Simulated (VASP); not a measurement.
# SnO2 (P4_2/mnm) in VASP: further runs, part 2 of 2

VASP 6.6.1. Earlier steps stand in the parts before.

## Step 3: Electric field gradients, LDA (volume scaled by 0.98)

Input file INCAR:

```
PREC     = Accurate       # precision mode
ENCUT    = 520            # plane-wave cutoff, eV
EDIFF    = 1E-8           # SCF threshold, eV
ISMEAR   = -1             # smearing method
SIGMA    = 0.03           # smearing width, eV
LREAL    = False          # projectors in reciprocal space
LASPH    = True           # aspherical terms in the spheres
NELM     = 80             # most SCF steps
ALGO     = Normal         # electronic algorithm
ISIF     = 2              # what is computed and relaxed
LWAVE    = False          # write WAVECAR
LCHARG   = False          # write CHGCAR
LEFG     = True         
NBANDS   = 35             # bands
```

Input file KPOINTS:

```
regular mesh
0
Gamma
  4 4 6
```

Input file POSCAR:

```
SnO2
1.0
    4.7055547467      0.0000000000      0.0000000000
    0.0000000000      4.7055547467      0.0000000000
    0.0000000000      0.0000000000      3.1650141207
Sn O
2 4
Direct
    0.0000000000      0.0000000000      0.0000000000
    0.5000000000      0.5000000000      0.5000000000
    0.3056200000      0.3056200000      0.0000000000
    0.1943800000      0.8056200000      0.5000000000
    0.6943800000      0.6943800000      0.0000000000
    0.8056200000      0.1943800000      0.5000000000
```

Potentials or basis: VASP PAW LDA potentials, release 64 (Sn_d, O).

The run is started by

```
cat potpaw_LDA.64/Sn_d/POTCAR potpaw_LDA.64/O/POTCAR > POTCAR
mpirun -np 1 vasp_std > vasp.out
```

OUTCAR:

```text
PREC = Accurate
   ENCUT = 520
   EDIFF = 1E-8
   ISMEAR = -1
   LREAL = False
   LASPH = True
   NELM = 80
   ISIF = 2

 ion  position               nearest neighbor table
   1  0.000  0.000  0.000-   3 2.03   5 2.03   4 2.04   6 2.04   4 2.04   6 2.04   2 3.68   2 3.68
                             2 3.68   2 3.68   2 3.68   2 3.68   2 3.68   2 3.68
   2  0.500  0.500  0.500-   4 2.03   6 2.03   5 2.04   3 2.04   3 2.04   5 2.04   1 3.68   1 3.68
                             1 3.68   1 3.68   1 3.68   1 3.68   1 3.68   1 3.68
   3  0.306  0.306  0.000-   1 2.03   2 2.04   2 2.04
   4  0.194  0.806  0.500-   2 2.03   1 2.04   1 2.04
   5  0.694  0.694  0.000-   1 2.03   2 2.04   2 2.04
   6  0.806  0.194  0.500-   2 2.03   1 2.04   1 2.04

  LATTYP: Found a simple tetragonal cell.
 ALAT       =     4.7055547467
 C/A-ratio  =     0.6726123254

  Lattice vectors:

 A1 = (   4.7055547467,   0.0000000000,   0.0000000000)
 A2 = (   0.0000000000,   4.7055547467,   0.0000000000)
 A3 = (   0.0000000000,   0.0000000000,   3.1650141207)

Analysis of symmetry for initial positions (statically):
=====================================================================
 Subroutine PRICEL returns:
 Original cell was already a primitive cell.

 Routine SETGRP: Setting up the symmetry group for a
 simple tetragonal supercell.

 Subroutine GETGRP returns: Found 16 space group operations
 (whereof  8 operations were pure point group operations)
 out of a pool of 16 trial point group operations.

The static configuration has the point symmetry D_2h.
 The point group associated with its full space group is D_4h.

Analysis of symmetry for dynamics (positions and initial velocities):
=====================================================================
 Subroutine PRICEL returns:
 Original cell was already a primitive cell.

 Routine SETGRP: Setting up the symmetry group for a
 simple tetragonal supercell.

 Subroutine GETGRP returns: Found 16 space group operations
 (whereof  8 operations were pure point group operations)
 out of a pool of 16 trial point group operations.

The dynamic configuration has the point symmetry D_2h.
 The point group associated with its full space group is D_4h.

 Subroutine INISYM returns: Found 16 space group operations
 (whereof  8 operations are pure point group operations),
 and found     1 'primitive' translations

----------------------------------------------------------------------------------------

                                     Primitive cell

  volume of cell :      70.0805

  direct lattice vectors                    reciprocal lattice vectors
     4.705554747  0.000000000  0.000000000     0.212514794  0.000000000  0.000000000
     0.000000000  4.705554747  0.000000000     0.000000000  0.212514794  0.000000000
     0.000000000  0.000000000  3.165014121     0.000000000  0.000000000  0.315954357

  length of vectors
     4.705554747  4.705554747  3.165014121     0.212514794  0.212514794  0.315954357

  position of ions in fractional coordinates (direct lattice)
[... 109 lines left out ...]
  Thomas-Fermi vector in A             =   2.595926
   LORBIT       =      0    0 simple, 1 ext, 2 COOP (PROOUT), +10 PAW based schemes
   GGA     = CA    functional components
   LHFCALC =     F    Hartree Fock is set to
   AEXX    =    0.0000 exact exchange contribution
   IVDW    =     0    specifies the selected vdW correction
   LEPSILON=     F    determine dielectric tensor
   LRPA    =     F    only Hartree local field effects (RPA)
 non-spin polarized calculation
  energy-cutoff  :      520.00
  volume of cell :       70.08
 maximum number of plane-waves:      1915
 NGX is ok and might be reduce to    36
   NGX = 17   NGY = 17   NGZ = 11

 number of electron      51.9999978 magnetization

 Free energy of the ion-electron system (eV)
  ---------------------------------------------------
  ext. energy  EPLUGINS =         0.00000000
  ---------------------------------------------------
  free energy    TOTEN  =       -42.25681149 eV

  energy without entropy =      -42.25681149  energy(sigma->0) =      -42.25681149

 E-fermi :   6.7058     XC(G=0): -11.9095

 val. band max:        6.1171288331   @ k =   0.0000   0.0000   0.0000
 cond. band min:       7.4977535619   @ k =   0.0000   0.0000   0.0000
 fundamental gap:      1.3806247288
 Fermi energy:         6.7057673543

 k-point     1 :       0.0000    0.0000    0.0000
  band No.  band energies     occupation
      1     -14.9368      2.00000
      2     -14.1273      2.00000
      3     -13.8186      2.00000
      4     -13.7980      2.00000
      5     -13.7980      2.00000
      6     -13.7194      2.00000
[... 901 lines left out ...]
     34      17.2403      0.00000
     35      19.1072      0.00000

------------------------ aborting loop because EDIFF is reached ----------------------------------------

  FORCE on cell =-STRESS in cart. coord.  units (eV):
  Direction    XX          YY          ZZ          XY          YZ          ZX
  --------------------------------------------------------------------------------------
  -------------------------------------------------------------------------------------
  Total        1.6813682      1.6813682      2.6870968      0.0000000      0.0000000      0.0000000
  in kB       38.4393554     38.4393554     61.4322731      0.0000000      0.0000000      0.0000000
  external PRESSURE =      46.1036613 kB  Pullay stress =       0.0000000 kB

 VOLUME and BASIS-vectors are now :
 -----------------------------------------------------------------------------
  energy-cutoff  :      520.00
  volume of cell :       70.08
      direct lattice vectors                 reciprocal lattice vectors
     4.705554747  0.000000000  0.000000000     0.212514794  0.000000000  0.000000000
     0.000000000  4.705554747  0.000000000     0.000000000  0.212514794  0.000000000
     0.000000000  0.000000000  3.165014121     0.000000000  0.000000000  0.315954357

 POSITION                                       TOTAL-FORCE (eV/Angst)
 -----------------------------------------------------------------------------------
      0.00000      0.00000      0.00000         0.000000     -0.000000      0.000000
      2.35278      2.35278      1.58251         0.000000     -0.000000      0.000000
      1.43811      1.43811      0.00000        -0.015850     -0.015850     -0.000000
      0.91467      3.79089      1.58251         0.015850     -0.015850     -0.000000
      3.26744      3.26744      0.00000         0.015850      0.015850      0.000000
      3.79089      0.91467      1.58251        -0.015850      0.015850      0.000000
 -----------------------------------------------------------------------------------
    total drift:                                0.000000      0.000000      0.000000

  FREE ENERGIE OF THE ION-ELECTRON SYSTEM (eV)
  ---------------------------------------------------
  free  energy   TOTEN  =       -42.2568114921 eV

  energy  without entropy=      -42.2568114921  energy(sigma->0) =      -42.25681149

 Electric field gradients (V/A^2)
---------------------------------------------------------------------
 ion       V_xx      V_yy      V_zz      V_xy      V_xz      V_yz
---------------------------------------------------------------------
   1      25.620    25.620   -51.239   -34.411    -0.000     0.000
   2      25.620    25.620   -51.239    34.411    -0.000     0.000
   3     -22.775   -22.775    45.550    79.794     0.000     0.000
   4     -22.775   -22.775    45.550   -79.794    -0.000     0.000
   5     -22.775   -22.775    45.550    79.794    -0.000     0.000
   6     -22.775   -22.775    45.550   -79.794     0.000    -0.000
---------------------------------------------------------------------

 Electric field gradients after diagonalization (V/A^2)
 (convention: |V_zz| > |V_xx| > |V_yy|)
----------------------------------------------------------------------
 ion       V_xx      V_yy      V_zz     asymmetry (V_yy - V_xx)/ V_zz
----------------------------------------------------------------------
   1     -51.239    -8.791    60.031       0.707
   2     -51.239    -8.791    60.031       0.707
   3      57.019    45.550  -102.569       0.112
   4      57.019    45.550  -102.569       0.112
   5      57.019    45.550  -102.569       0.112
   6      57.019    45.550  -102.569       0.112
----------------------------------------------------------------------

           NMR quadrupolar parameters

 Cq : quadrupolar parameter    Cq=e*Q*V_zz/h
 eta: asymmetry parameters     (V_yy - V_xx)/ V_zz
 Q  : nuclear electric quadrupole moment in mb (millibarn)
----------------------------------------------------------------------
 ion       Cq(MHz)       eta       Q (mb)
----------------------------------------------------------------------
   1       0.145       0.707       1.000
   2       0.145       0.707       1.000
   3      -0.248       0.112       1.000
   4      -0.248       0.112       1.000
   5      -0.248       0.112       1.000
   6      -0.248       0.112       1.000
----------------------------------------------------------------------
```

It took 95 s on 1 thread of Intel Xeon 8259CL, shared host; peak memory 0.18 GiB.

Results:

```yaml
Free_energy: -42.2568 eV
Pressure: 4.6 GPa
Largest_force: 0.022 eV/Å
Band_gap_on_the_k_mesh: 1.38 eV, direct
```

Forces in eV/Å, atoms in the order of the input:
```
Sn   0.000  0.000  0.000
Sn   0.000  0.000  0.000
O   -0.016 -0.016  0.000
O    0.016 -0.016  0.000
O    0.016  0.016  0.000
O   -0.016  0.016  0.000
```

Electric field gradients, principal values (V/Å²):
```csv
atom,least,middle,greatest (by size)
1 Sn,-8.791,-51.239,60.031
2 Sn,-8.791,-51.239,60.031
3 O,45.550,57.019,-102.569
4 O,45.550,57.019,-102.569
5 O,45.550,57.019,-102.569
6 O,45.550,57.019,-102.569
```

Caveat: without QUAD_EFG the Cq values of the log hold for a quadrupole moment of 1 mb, not for the nuclei; spin-orbit coupling is left out, which moves the levels of the heavy elements.
